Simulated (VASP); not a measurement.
# Hg (Fm-3m) in VASP: a series of runs

Hg is run at these levels: PBE; tasks: single point.

All numbers are computed with VASP 6.6.1; they aren't measurements. Logs are shortened: lines on timing, memory, paths and dates and some standing lists are left out, and cuts for length are marked.

## (1) The cell of the first run

The structure is cubic, space group Fm-3m (No. 225). The conventional cell has a = 4.830 Å, b = 4.830 Å, c = 4.830 Å, α = 90.00°, β = 90.00°, γ = 90.00°. Within 4.5 Å of Hg (site symmetry m-3m) lie 12 Hg at 3.42 Å.

## (2) Single point, PBE (28.17 Å³/atom)

INCAR

```
PREC = Accurate
ENCUT = 520
EDIFF = 1E-7
ISMEAR = -1
SIGMA = 0.1
LREAL = F
LASPH = T
NELM = 100
ALGO = Normal
ISIF = 2
LWAVE = F
LCHARG = F
GGA = PE
NBANDS = 12
```

KPOINTS

```
regular mesh
0
Gamma
  12 12 12
```

POSCAR

```
Hg
1.0
    0.0000000000      2.4149042845      2.4149042845
    2.4149042845      0.0000000000      2.4149042845
    2.4149042845      2.4149042845      0.0000000000
Hg
1
Direct
    0.0000000000      0.0000000000      0.0000000000
```

Potentials or basis: VASP PAW PBE potentials, release 64 (Hg).

On the command line:

```
$ cat potpaw_PBE.64/Hg/POTCAR > POTCAR
$ mpirun -np 1 vasp_std > vasp.out
```

OUTCAR:

```text
PREC = Accurate
   ENCUT = 520
   EDIFF = 1E-7
   ISMEAR = -1
   LREAL = F
   LASPH = T
   NELM = 100
   ISIF = 2
   GGA = PE

 ion  position               nearest neighbor table
   1  0.000  0.000  0.000-

  LATTYP: Found a face centered cubic cell.
 ALAT       =     4.8298085690

  Lattice vectors:

 A1 = (   0.0000000000,   2.4149042845,   2.4149042845)
 A2 = (   2.4149042845,   0.0000000000,   2.4149042845)
 A3 = (   2.4149042845,   2.4149042845,   0.0000000000)

Analysis of symmetry for initial positions (statically):
=====================================================================
 Subroutine PRICEL returns:
 Original cell was already a primitive cell.

 Routine SETGRP: Setting up the symmetry group for a
 face centered cubic supercell.

 Subroutine GETGRP returns: Found 48 space group operations
 (whereof 48 operations were pure point group operations)
 out of a pool of 48 trial point group operations.

The static configuration has the point symmetry O_h .

Analysis of symmetry for dynamics (positions and initial velocities):
=====================================================================
 Subroutine PRICEL returns:
 Original cell was already a primitive cell.

 Routine SETGRP: Setting up the symmetry group for a
 face centered cubic supercell.

 Subroutine GETGRP returns: Found 48 space group operations
 (whereof 48 operations were pure point group operations)
 out of a pool of 48 trial point group operations.

The dynamic configuration has the point symmetry O_h .

 Subroutine INISYM returns: Found 48 space group operations
 (whereof 48 operations are pure point group operations),
 and found     1 'primitive' translations

----------------------------------------------------------------------------------------

                                     Primitive cell

  volume of cell :      28.1663

  direct lattice vectors                    reciprocal lattice vectors
     0.000000000  2.414904284  2.414904284    -0.207047544  0.207047544  0.207047544
     2.414904284  0.000000000  2.414904284     0.207047544 -0.207047544  0.207047544
     2.414904284  2.414904284  0.000000000     0.207047544  0.207047544 -0.207047544

  length of vectors
     3.415190391  3.415190391  3.415190391     0.358616865  0.358616865  0.358616865

  position of ions in fractional coordinates (direct lattice)
     0.000000000  0.000000000  0.000000000

  ion indices of the primitive-cell ions
   primitive index   ion index
                 1           1

----------------------------------------------------------------------------------------

 KPOINTS: regular mesh

Automatic generation of k-mesh.
 Grid dimensions read from file:
 generate k-points for:   12   12   12

 Generating k-lattice:

  Cartesian coordinates                     Fractional coordinates (reciprocal lattice)
    -0.017253962  0.017253962  0.017253962     0.083333333  0.000000000  0.000000000
     0.017253962 -0.017253962  0.017253962     0.000000000  0.083333333  0.000000000
     0.017253962  0.017253962 -0.017253962     0.000000000  0.000000000  0.083333333

  Length of vectors
     0.029884739  0.029884739  0.029884739

  Shift w.r.t. Gamma in fractional coordinates (k-lattice)
     0.000000000  0.000000000  0.000000000

 Subroutine IBZKPT returns following result:
 ===========================================

 Found     72 irreducible k-points:

 Following reciprocal coordinates:
            Coordinates               Weight
  0.000000  0.000000  0.000000      1.000000
  0.083333  0.000000  0.000000      8.000000
  0.166667  0.000000  0.000000      8.000000
  0.250000  0.000000  0.000000      8.000000
  0.333333  0.000000  0.000000      8.000000
  0.416667  0.000000  0.000000      8.000000
[... 16 lines left out ...]
  0.500000  0.166667  0.000000     24.000000
 -0.416667  0.166667  0.000000     24.000000
 [... further k-points ...]
   k-points           NKPTS =     72   k-points in BZ     NKDIM =     72   number of bands    NBANDS=     12
   number of dos      NEDOS =    301   number of ions     NIONS =      1
   total plane-waves  NPLWV =  21952
   dimension x,y,z NGX =    28 NGY =   28 NGZ =   28
   dimension x,y,z NGXF=    56 NGYF=   56 NGZF=   56
   ions per type =               1
   NGX,Y,Z   is equivalent  to a cutoff of  13.63, 13.63, 13.63 a.u.
   NGXF,Y,Z  is equivalent  to a cutoff of  27.26, 27.26, 27.26 a.u.
 SYSTEM =  unknown system
   PREC   = accura    normal or accurate (medium, high low for compatibility)
   ISTART =      0    job   : 0-new  1-cont  2-samecut
   ICHARG =      2    charge: 1-file 2-atom 10-const
   ISPIN  =      1    spin polarized calculation?
   LNONCOLLINEAR =      F non collinear calculations
   LSORBIT =      F    spin-orbit coupling
   LASPH  =      T    aspherical Exc in radial PAW
   ENCUT  =  520.0 eV  38.22 Ry    6.18 a.u.   6.35  6.35  6.35*2*pi/ulx,y,z
   NELM   =    100;   NELMIN=  2; NELMDL= -5     # of ELM steps
   EDIFF  = 0.1E-06   stopping-criterion for ELM
   LREAL  =      F    real-space projection
   EDIFFG = 0.1E-05   stopping-criterion for IOM
   NSW    =      0    number of steps for IOM
   IBRION =     -1    ionic relax: 0-MD 1-quasi-New 2-CG
   NFREE  =      0    steps in history (QN), initial steepest desc. (CG)
   ISIF   =      2    stress and relaxation
   ISYM   =      2    0-nonsym 1-usesym 2-fastsym
   POTIM  = 0.5000    time-step for ionic-motion
   TEBEG  =    0.0;   TEEND  =   0.0 temperature during run
   PSTRESS=    0.0 pullay stress
   NELECT =      12.0000    total number of electrons
   NUPDOWN=      -1.0000    fix difference up-down
   EMIN   =  10.00;   EMAX   =-10.00  energy-range for DOS
   EFERMI =   0.00;   METHOD = LEGACY
   ISMEAR =    -1;   SIGMA  =   0.10  broadening in eV -4-tet -1-fermi 0-gaus
   EFERMI_NEDOS =   21; number of points for ismear=-14 and -15
   IALGO  =     38    algorithm
   IMIX   =      4    mixing-type and parameters
     AMIX     =   0.40;   BMIX     =  1.00
     AMIX_MAG =   1.60;   BMIX_MAG =  1.00
  volume/ion in A,a.u.               =      28.17       190.08
  Fermi-wavevector in a.u.,A,eV,Ry     =   1.231852  2.327863 20.646300  1.517460
  Thomas-Fermi vector in A             =   2.366646
   LORBIT       =      0    0 simple, 1 ext, 2 COOP (PROOUT), +10 PAW based schemes
   GGA     = PE    functional components
   LHFCALC =     F    Hartree Fock is set to
   AEXX    =    0.0000 exact exchange contribution
   IVDW    =     0    specifies the selected vdW correction
   LEPSILON=     F    determine dielectric tensor
   LRPA    =     F    only Hartree local field effects (RPA)
 non-spin polarized calculation
  energy-cutoff  :      520.00
  volume of cell :       28.17
 maximum number of plane-waves:       769
 NGX is ok and might be reduce to    28
   NGX = 13   NGY = 13   NGZ = 13

 number of electron      12.0000001 magnetization

 Free energy of the ion-electron system (eV)
  ---------------------------------------------------
  ext. energy  EPLUGINS =         0.00000000
  ---------------------------------------------------
  free energy    TOTEN  =        -0.16568859 eV

  energy without entropy =       -0.15608417  energy(sigma->0) =       -0.16088638

 E-fermi :   1.2053     XC(G=0):  -9.8982

 val. band max:        1.1203783248   @ k =   0.5000   0.0833   0.0000
 cond. band min:       1.2076171354   @ k =  -0.4167   0.4167   0.0000
 fundamental gap:      0.0872388106
 Fermi energy:         1.2052789848

 k-point     1 :       0.0000    0.0000    0.0000
  band No.  band energies     occupation
      1      -6.2372      2.00000
      2      -5.0335      2.00000
      3      -5.0335      2.00000
      4      -5.0335      2.00000
      5      -4.5955      2.00000
      6      -4.5955      2.00000
      7      14.6426      0.00000
      8      14.6426      0.00000
      9      14.6426      0.00000
     10      14.6524      0.00000
     11      18.5110      0.00000
     12      19.4173      0.00000

 k-point     2 :       0.0833    0.0000    0.0000
  band No.  band energies     occupation
      1      -6.0867      2.00000
      2      -5.0432      2.00000
      3      -5.0059      2.00000
      4      -5.0059      2.00000
      5      -4.6016      2.00000
      6      -4.6016      2.00000
      7      12.9121      0.00000
      8      14.5019      0.00000
      9      14.5019      0.00000
     10      14.6892      0.00000
     11      18.6909      0.00000
     12      19.6260      0.00000

 k-point     3 :       0.1667    0.0000    0.0000
  band No.  band energies     occupation
      1      -5.7145      2.00000
      2      -4.9843      2.00000
      3      -4.9511      2.00000
      4      -4.9511      2.00000
      5      -4.5949      2.00000
      6      -4.5949      2.00000
      7      10.0976      0.00000
      8      14.1238      0.00000
      9      14.1238      0.00000
     10      14.7256      0.00000
     11      18.1838      0.00000
     12      19.4398      0.00000

 k-point     4 :       0.2500    0.0000    0.0000
  band No.  band energies     occupation
      1      -5.5293      2.00000
      2      -4.9384      2.00000
      3      -4.9384      2.00000
      4      -4.5172      2.00000
      5      -4.5172      2.00000
      6      -4.4269      2.00000
      7       7.2828      0.00000
      8      13.6043      0.00000
      9      13.6043      0.00000
     10      14.6073      0.00000
     11      17.6105      0.00000
     12      18.6741      0.00000

 k-point     5 :       0.3333    0.0000    0.0000
  band No.  band energies     occupation
      1      -5.5743      2.00000
      2      -4.9749      2.00000
      3      -4.9749      2.00000
      4      -4.3823      2.00000
      5      -4.3823      2.00000
      6      -3.3058      2.00000
      7       4.6483      0.00000
      8      13.0708      0.00000
      9      13.0708      0.00000
     10      14.3236      0.00000
     11      17.3268      0.00000
     12      18.1125      0.00000
[... 228 lines left out ...]
      1      -5.3692      2.00000
      2      -5.0193      2.00000
      3      -4.8656      2.00000
      4      -4.7617      2.00000
      5      -4.3355      2.00000
      6      -3.4888      2.00000
      7       6.7231      0.00000
      8      10.8831      0.00000
      9      11.2658      0.00000
     10      13.4931      0.00000
     11      16.4908      0.00000
     12      20.5223      0.00000

 k-point    22 :       0.4167    0.1667    0.0000
  band No.  band energies     occupation
      1      -5.4333      2.00000
      2      -5.0324      2.00000
      3      -4.8006      2.00000
      4      -4.7304      2.00000
      5      -4.2345      2.00000
      6      -2.2716      2.00000
      7       4.2663      0.00000
      8      10.2512      0.00000
      9      10.7187      0.00000
     10      13.2627      0.00000
     11      18.5196      0.00000
     12      19.9100      0.00000

 k-point    23 :       0.5000    0.1667    0.0000
  band No.  band energies     occupation
      1      -5.4601      2.00000
      2      -5.0751      2.00000
      3      -4.8407      2.00000
      4      -4.5763      2.00000
      5      -4.2074      2.00000
      6      -0.8271      2.00000
      7       2.1661      0.00013
      8       9.3868      0.00000
      9      10.9155      0.00000
     10      13.2593      0.00000
     11      19.2487      0.00000
     12      19.7134      0.00000

 k-point    24 :      -0.4167    0.1667    0.0000
  band No.  band energies     occupation
      1      -5.4405      2.00000
      2      -5.0839      2.00000
      3      -4.8602      2.00000
      4      -4.4988      2.00000
      5      -4.2754      2.00000
      6      -0.4239      2.00000
      7       1.6949      0.01484
      8       8.7990      0.00000
      9      11.4901      0.00000
     10      13.4688      0.00000
     11      18.7473      0.00000
     12      19.3021      0.00000

 [... further k-points ...]

------------------------ aborting loop because EDIFF is reached ----------------------------------------

  FORCE on cell =-STRESS in cart. coord.  units (eV):
  Direction    XX          YY          ZZ          XY          YZ          ZX
  --------------------------------------------------------------------------------------
  -------------------------------------------------------------------------------------
  Total        0.1147188      0.1147188      0.1147188      0.0000000      0.0000000     -0.0000000
  in kB        6.5255222      6.5255222      6.5255222      0.0000000      0.0000000     -0.0000000
  external PRESSURE =       6.5255222 kB  Pullay stress =       0.0000000 kB

 VOLUME and BASIS-vectors are now :
 -----------------------------------------------------------------------------
  energy-cutoff  :      520.00
  volume of cell :       28.17
      direct lattice vectors                 reciprocal lattice vectors
     0.000000000  2.414904284  2.414904284    -0.207047544  0.207047544  0.207047544
     2.414904284  0.000000000  2.414904284     0.207047544 -0.207047544  0.207047544
     2.414904284  2.414904284  0.000000000     0.207047544  0.207047544 -0.207047544

 POSITION                                       TOTAL-FORCE (eV/Angst)
 -----------------------------------------------------------------------------------
      0.00000      0.00000      0.00000         0.000000      0.000000      0.000000
 -----------------------------------------------------------------------------------
    total drift:                               -0.000000     -0.000000     -0.000000

  FREE ENERGIE OF THE ION-ELECTRON SYSTEM (eV)
  ---------------------------------------------------
  free  energy   TOTEN  =        -0.1656885857 eV

  energy  without entropy=       -0.1560841676  energy(sigma->0) =       -0.16088638
```

Wall time 42 s (1 thread of Intel Xeon 8259CL, shared host); peak memory 0.17 GiB.

What came out:

* Free energy: -0.1657 eV
* Pressure: 0.7 GPa
* Band gap on the k mesh: zero (bands 6 and 7 overlap by 0.68 eV)

Levels at points of the mesh, in eV from the Fermi level:
```tsv
k point	band 2	band 3	band 4	band 5	band 6	band 7	band 8	band 9	band 10	band 11
(0.00, 0.00, 0.00)	-6.24	-6.24	-6.24	-5.80	-5.80	13.44	13.44	13.44	13.45	17.31
(0.50, 0.00, 0.00)	-6.24	-6.24	-5.42	-5.42	-1.66	-0.61	11.32	11.32	12.74	16.02
(0.50, 0.50, 0.00)	-6.82	-5.45	-5.33	-5.33	0.07	0.58	6.77	6.77	10.50	12.06
```

Caveat: spin-orbit coupling is left out, which moves the levels of the heavy elements.

(Continued in part 2 of 2.)
